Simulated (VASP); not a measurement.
# CdSe (F-43m) in VASP: notebook

CdSe is run at these levels: PBE; tasks: single point.

Everything below comes from runs of VASP 6.6.1. Logs are shortened: lines on timing, memory, paths and dates and some standing lists are left out, and cuts for length are marked.

## (1) The cell of the first run

Symmetry: F-43m, No. 216, cubic system. Conventional cell: a = 6.005 Å, b = 6.005 Å, c = 6.005 Å, α = 90.00°, β = 90.00°, γ = 90.00°. Within 3.4 Å of Cd (site symmetry -43m) lie 4 Se at 2.60 Å. Within 3.4 Å of Se (site symmetry -43m) lie 4 Cd at 2.60 Å.

## (2) Single point, PBE (volume scaled by 0.91)

The input, INCAR:

```
SYSTEM = CdSe
PREC     = Accurate       ! precision mode
ENCUT    = 520            ! plane-wave cutoff, eV
EDIFF    = 1E-6           ! SCF threshold, eV
ISMEAR   = 0              ! smearing method
SIGMA    = 0.02           ! smearing width, eV
LREAL    = .FALSE.        ! projectors in reciprocal space
LASPH    = .TRUE.         ! aspherical terms in the spheres
NELM     = 100            ! most SCF steps
ALGO     = Normal         ! electronic algorithm
ISIF     = 2              ! what is computed and relaxed
LWAVE    = .FALSE.        ! write WAVECAR
LCHARG   = .TRUE.         ! write CHGCAR
GGA      = PE             ! functional
LELF     = .TRUE.         ! ELF
LVHAR    = .TRUE.       
NBANDS   = 16             ! bands
```

The input, KPOINTS:

```
Automatic mesh
0
G
  10 10 10
  0 0 0
```

The input, POSCAR:

```
CdSe
1.0
    0.0000000000      3.0025252714      3.0025252714
    3.0025252714      0.0000000000      3.0025252714
    3.0025252714      3.0025252714      0.0000000000
Cd Se
1 1
Direct
    0.0000000000      0.0000000000      0.0000000000
    0.7500000000      0.7500000000      0.7500000000
```

Potentials or basis: VASP PAW PBE potentials, release 64 (Cd, Se).

Run with:

```console
$ cat potpaw_PBE.64/Cd/POTCAR potpaw_PBE.64/Se/POTCAR > POTCAR
$ mpirun -np 1 vasp_std > vasp.out
```

OUTCAR:

```text
SYSTEM = CdSe
   PREC = Accurate
   ENCUT = 520
   EDIFF = 1E-6
   ISMEAR = 0
   LREAL = .FALSE.
   LASPH = .TRUE.
   NELM = 100
   ISIF = 2
   GGA = PE

 ion  position               nearest neighbor table
   1  0.000  0.000  0.000-   2 2.60   2 2.60   2 2.60   2 2.60
   2  0.750  0.750  0.750-   1 2.60   1 2.60   1 2.60   1 2.60

  LATTYP: Found a face centered cubic cell.
 ALAT       =     6.0050505428

  Lattice vectors:

 A1 = (   0.0000000000,   3.0025252714,   3.0025252714)
 A2 = (   3.0025252714,   0.0000000000,   3.0025252714)
 A3 = (   3.0025252714,   3.0025252714,   0.0000000000)

Analysis of symmetry for initial positions (statically):
=====================================================================
 Subroutine PRICEL returns:
 Original cell was already a primitive cell.

 Routine SETGRP: Setting up the symmetry group for a
 face centered cubic supercell.

 Subroutine GETGRP returns: Found 24 space group operations
 (whereof 24 operations were pure point group operations)
 out of a pool of 48 trial point group operations.

The static configuration has the point symmetry T_d .

Analysis of symmetry for dynamics (positions and initial velocities):
=====================================================================
 Subroutine PRICEL returns:
 Original cell was already a primitive cell.

 Routine SETGRP: Setting up the symmetry group for a
 face centered cubic supercell.

 Subroutine GETGRP returns: Found 24 space group operations
 (whereof 24 operations were pure point group operations)
 out of a pool of 48 trial point group operations.

The dynamic configuration has the point symmetry T_d .

 Subroutine INISYM returns: Found 24 space group operations
 (whereof 24 operations are pure point group operations),
 and found     1 'primitive' translations

----------------------------------------------------------------------------------------

                                     Primitive cell

  volume of cell :      54.1365

  direct lattice vectors                    reciprocal lattice vectors
     0.000000000  3.002525271  3.002525271    -0.166526492  0.166526492  0.166526492
     3.002525271  0.000000000  3.002525271     0.166526492 -0.166526492  0.166526492
     3.002525271  3.002525271  0.000000000     0.166526492  0.166526492 -0.166526492

  length of vectors
     4.246211960  4.246211960  4.246211960     0.288432345  0.288432345  0.288432345

  position of ions in fractional coordinates (direct lattice)
     0.000000000  0.000000000  0.000000000
     0.750000000  0.750000000  0.750000000

  ion indices of the primitive-cell ions
   primitive index   ion index
                 1           1
                 2           2

----------------------------------------------------------------------------------------

 KPOINTS: Automatic mesh

Automatic generation of k-mesh.
 Grid dimensions read from file:
 generate k-points for:   10   10   10

 Generating k-lattice:

  Cartesian coordinates                     Fractional coordinates (reciprocal lattice)
    -0.016652649  0.016652649  0.016652649     0.100000000  0.000000000  0.000000000
     0.016652649 -0.016652649  0.016652649     0.000000000  0.100000000  0.000000000
     0.016652649  0.016652649 -0.016652649     0.000000000  0.000000000  0.100000000

  Length of vectors
     0.028843234  0.028843234  0.028843234

  Shift w.r.t. Gamma in fractional coordinates (k-lattice)
     0.000000000  0.000000000  0.000000000

 Subroutine IBZKPT returns following result:
 ===========================================

 Found     47 irreducible k-points:

 Following reciprocal coordinates:
            Coordinates               Weight
  0.000000  0.000000  0.000000      1.000000
  0.100000  0.000000  0.000000      8.000000
  0.200000  0.000000  0.000000      8.000000
  0.300000  0.000000  0.000000      8.000000
  0.400000  0.000000  0.000000      8.000000
  0.500000  0.000000  0.000000      4.000000
[... 16 lines left out ...]
  0.300000  0.300000  0.000000      6.000000
  0.400000  0.300000  0.000000     24.000000
 [... further k-points ...]
   k-points           NKPTS =     47   k-points in BZ     NKDIM =     47   number of bands    NBANDS=     16
   number of dos      NEDOS =    301   number of ions     NIONS =      2
   total plane-waves  NPLWV =  32768
   dimension x,y,z NGX =    32 NGY =   32 NGZ =   32
   dimension x,y,z NGXF=    64 NGYF=   64 NGZF=   64
   ions per type =               1   1
   NGX,Y,Z   is equivalent  to a cutoff of  12.53, 12.53, 12.53 a.u.
   NGXF,Y,Z  is equivalent  to a cutoff of  25.06, 25.06, 25.06 a.u.
 SYSTEM =  CdSe
   PREC   = accura    normal or accurate (medium, high low for compatibility)
   ISTART =      0    job   : 0-new  1-cont  2-samecut
   ICHARG =      2    charge: 1-file 2-atom 10-const
   ISPIN  =      1    spin polarized calculation?
   LNONCOLLINEAR =      F non collinear calculations
   LSORBIT =      F    spin-orbit coupling
   LASPH  =      T    aspherical Exc in radial PAW
   ENCUT  =  520.0 eV  38.22 Ry    6.18 a.u.   7.90  7.90  7.90*2*pi/ulx,y,z
   NELM   =    100;   NELMIN=  2; NELMDL= -5     # of ELM steps
   EDIFF  = 0.1E-05   stopping-criterion for ELM
   LREAL  =      F    real-space projection
   EDIFFG = 0.1E-04   stopping-criterion for IOM
   NSW    =      0    number of steps for IOM
   IBRION =     -1    ionic relax: 0-MD 1-quasi-New 2-CG
   NFREE  =      0    steps in history (QN), initial steepest desc. (CG)
   ISIF   =      2    stress and relaxation
   ISYM   =      2    0-nonsym 1-usesym 2-fastsym
   POTIM  = 0.5000    time-step for ionic-motion
   TEBEG  =    0.0;   TEEND  =   0.0 temperature during run
   PSTRESS=    0.0 pullay stress
   NELECT =      18.0000    total number of electrons
   NUPDOWN=      -1.0000    fix difference up-down
   EMIN   =  10.00;   EMAX   =-10.00  energy-range for DOS
   EFERMI =   0.00;   METHOD = LEGACY
   ISMEAR =     0;   SIGMA  =   0.02  broadening in eV -4-tet -1-fermi 0-gaus
   EFERMI_NEDOS =   21; number of points for ismear=-14 and -15
   IALGO  =     38    algorithm
   IMIX   =      4    mixing-type and parameters
     AMIX     =   0.40;   BMIX     =  1.00
     AMIX_MAG =   1.60;   BMIX_MAG =  1.00
  volume/ion in A,a.u.               =      27.07       182.67
  Fermi-wavevector in a.u.,A,eV,Ry     =   1.134146  2.143225 17.501002  1.286287
  Thomas-Fermi vector in A             =   2.270850
   LORBIT       =      0    0 simple, 1 ext, 2 COOP (PROOUT), +10 PAW based schemes
   GGA     = PE    functional components
   LHFCALC =     F    Hartree Fock is set to
   AEXX    =    0.0000 exact exchange contribution
   IVDW    =     0    specifies the selected vdW correction
   LEPSILON=     F    determine dielectric tensor
   LRPA    =     F    only Hartree local field effects (RPA)
 non-spin polarized calculation
 Gauss-broadening in eV      SIGMA  =   0.02
  energy-cutoff  :      520.00
  volume of cell :       54.14
 maximum number of plane-waves:      1476
   NGX = 15   NGY = 15   NGZ = 15

 number of electron      17.9999992 magnetization

 Free energy of the ion-electron system (eV)
  ---------------------------------------------------
  ext. energy  EPLUGINS =         0.00000000
  ---------------------------------------------------
  free energy    TOTEN  =        -5.40979093 eV

  energy without entropy =       -5.40979093  energy(sigma->0) =       -5.40979093

 E-fermi :   1.3596     XC(G=0):  -9.0625

 val. band max:        1.2558214608   @ k =   0.0000   0.0000   0.0000
 cond. band min:       1.9445960649   @ k =   0.0000   0.0000   0.0000
 fundamental gap:      0.6887746041
 Fermi energy:         1.3595846899

 k-point     1 :       0.0000    0.0000    0.0000
  band No.  band energies     occupation
      1     -11.5629      2.00000
      2      -6.8180      2.00000
      3      -6.8180      2.00000
      4      -6.8180      2.00000
      5      -6.4001      2.00000
      6      -6.4001      2.00000
[... 8 lines left out ...]
     15      12.4434      0.00000
     16      12.4434      0.00000

 k-point     2 :       0.1000    0.0000    0.0000
  band No.  band energies     occupation
      1     -11.5247      2.00000
      2      -6.8055      2.00000
      3      -6.8055      2.00000
      4      -6.7868      2.00000
      5      -6.4010      2.00000
      6      -6.4010      2.00000
[... 8 lines left out ...]
     15      11.8050      0.00000
     16      11.8050      0.00000

 k-point     3 :       0.2000    0.0000    0.0000
  band No.  band energies     occupation
      1     -11.4238      2.00000
      2      -6.7745      2.00000
      3      -6.7745      2.00000
      4      -6.6815      2.00000
      5      -6.4005      2.00000
      6      -6.4005      2.00000
[... 8 lines left out ...]
     15      11.3520      0.00000
     16      11.7171      0.00000

 k-point     4 :       0.3000    0.0000    0.0000
  band No.  band energies     occupation
      1     -11.2975      2.00000
      2      -6.7415      2.00000
      3      -6.7415      2.00000
      4      -6.4833      2.00000
      5      -6.3932      2.00000
      6      -6.3932      2.00000
[... 8 lines left out ...]
     15      11.6324      0.00000
     16      11.6324      0.00000
[... 324 lines left out ...]
 k-point    22 :      -0.2000    0.2000    0.0000
  band No.  band energies     occupation
      1     -11.2551      2.00000
      2      -6.7220      2.00000
      3      -6.7069      2.00000
      4      -6.4817      2.00000
      5      -6.4170      2.00000
      6      -6.3373      2.00000
[... 8 lines left out ...]
     15      12.7009      0.00000
     16      13.8553      0.00000

 k-point    23 :       0.3000    0.3000    0.0000
  band No.  band energies     occupation
      1     -11.2117      2.00000
      2      -6.6371      2.00000
      3      -6.6371      2.00000
      4      -6.6162      2.00000
      5      -6.3583      2.00000
      6      -6.3571      2.00000
[... 8 lines left out ...]
     15      13.1431      0.00000
     16      15.4360      0.00000

 k-point    24 :       0.4000    0.3000    0.0000
  band No.  band energies     occupation
      1     -11.1317      2.00000
      2      -6.6360      2.00000
      3      -6.6006      2.00000
      4      -6.5549      2.00000
      5      -6.3504      2.00000
      6      -6.2265      2.00000
[... 8 lines left out ...]
     15      13.5583      0.00000
     16      15.2168      0.00000

 [... further k-points ...]

------------------------ aborting loop because EDIFF is reached ----------------------------------------

  FORCE on cell =-STRESS in cart. coord.  units (eV):
  Direction    XX          YY          ZZ          XY          YZ          ZX
  --------------------------------------------------------------------------------------
  -------------------------------------------------------------------------------------
  Total        1.9033947      1.9033947      1.9033947      0.0000000      0.0000000     -0.0000000
  in kB       56.3312549     56.3312549     56.3312549      0.0000000      0.0000000     -0.0000000
  external PRESSURE =      56.3312549 kB  Pullay stress =       0.0000000 kB

 VOLUME and BASIS-vectors are now :
 -----------------------------------------------------------------------------
  energy-cutoff  :      520.00
  volume of cell :       54.14
      direct lattice vectors                 reciprocal lattice vectors
     0.000000000  3.002525271  3.002525271    -0.166526492  0.166526492  0.166526492
     3.002525271  0.000000000  3.002525271     0.166526492 -0.166526492  0.166526492
     3.002525271  3.002525271  0.000000000     0.166526492  0.166526492 -0.166526492

 POSITION                                       TOTAL-FORCE (eV/Angst)
 -----------------------------------------------------------------------------------
      0.00000      0.00000      0.00000         0.000000      0.000000      0.000000
      4.50379      4.50379      4.50379        -0.000000     -0.000000     -0.000000
 -----------------------------------------------------------------------------------
    total drift:                                0.000000      0.000000      0.000000

  FREE ENERGIE OF THE ION-ELECTRON SYSTEM (eV)
  ---------------------------------------------------
  free  energy   TOTEN  =        -5.4097909263 eV

  energy  without entropy=       -5.4097909263  energy(sigma->0) =       -5.40979093
```

Run time: 23 s. Hardware: 1 thread of Intel Xeon Platinum 8259CL at 2.50GHz (Skylake/Cascade Lake), shared host; peak memory 0.2 GiB.

What came out:

```
Free energy            : -5.4098 eV
Pressure               : 5.6 GPa
Band gap on the k mesh : 0.69 eV, direct
```

Levels at points of the mesh, in eV from the valence-band top:
| k point | band 5 | band 6 | band 7 | band 8 | band 9 | band 10 | band 11 | band 12 | band 13 | band 14 |
| --- | --- | --- | --- | --- | --- | --- | --- | --- | --- | --- |
| (0.00, 0.00, 0.00) | -7.66 | -7.66 | 0.00 | 0.00 | 0.00 | 0.69 | 5.93 | 5.93 | 5.93 | 9.94 |
| (0.50, 0.00, 0.00) | -7.63 | -7.33 | -4.62 | -0.81 | -0.81 | 2.44 | 6.45 | 6.45 | 7.53 | 10.17 |
| (0.50, 0.50, 0.00) | -7.59 | -7.26 | -4.26 | -1.99 | -1.99 | 3.06 | 3.79 | 9.31 | 10.45 | 10.45 |

## (3) Single point, PBE (volume scaled by 0.94)

The input, INCAR:

```
SYSTEM = CdSe
  PREC = Accurate
  ENCUT = 520
  EDIFF = 1E-6
  ISMEAR = 0
  SIGMA = 0.02
  LREAL = .FALSE.
  LASPH = .TRUE.
  NELM = 100
  ALGO = Normal
  ISIF = 2
  LWAVE = .FALSE.
  LCHARG = .FALSE.
  GGA = PE
  NBANDS = 16
```

The input, KPOINTS:

```
regular mesh
0
G
  10 10 10
  0 0 0
```

The input, POSCAR:

```
CdSe
1.0
    0.0000000000      3.0351639727      3.0351639727
    3.0351639727      0.0000000000      3.0351639727
    3.0351639727      3.0351639727      0.0000000000
Cd Se
1 1
Direct
    0.0000000000      0.0000000000      0.0000000000
    0.7500000000      0.7500000000      0.7500000000
```

Potentials or basis: VASP PAW PBE potentials, release 64 (Cd, Se).

Run with:

```console
$ cat potpaw_PBE.64/Cd/POTCAR potpaw_PBE.64/Se/POTCAR > POTCAR
$ mpirun -np 1 vasp_std > vasp.out
```

Run time: 22 s. Hardware: 1 thread of Intel Xeon Platinum 8259CL at 2.50GHz (Skylake/Cascade Lake), shared host; peak memory 0.2 GiB.

It converged, with:

```yaml
Free_energy: -5.4603 eV
Pressure: 3.5 GPa
Band_gap_on_the_k_mesh: 0.62 eV, direct
```

Levels at points of the mesh, in eV from the valence-band top:
```
           k point  band 7  band 8  band 9  band 10  band 11  band 12
(0.00, 0.00, 0.00)    0.00    0.00    0.00     0.62     5.94     5.94
(0.50, 0.00, 0.00)   -4.42   -0.76   -0.76     2.40     6.45     6.45
(0.50, 0.50, 0.00)   -4.11   -1.87   -1.87     3.13     3.76     9.15
```
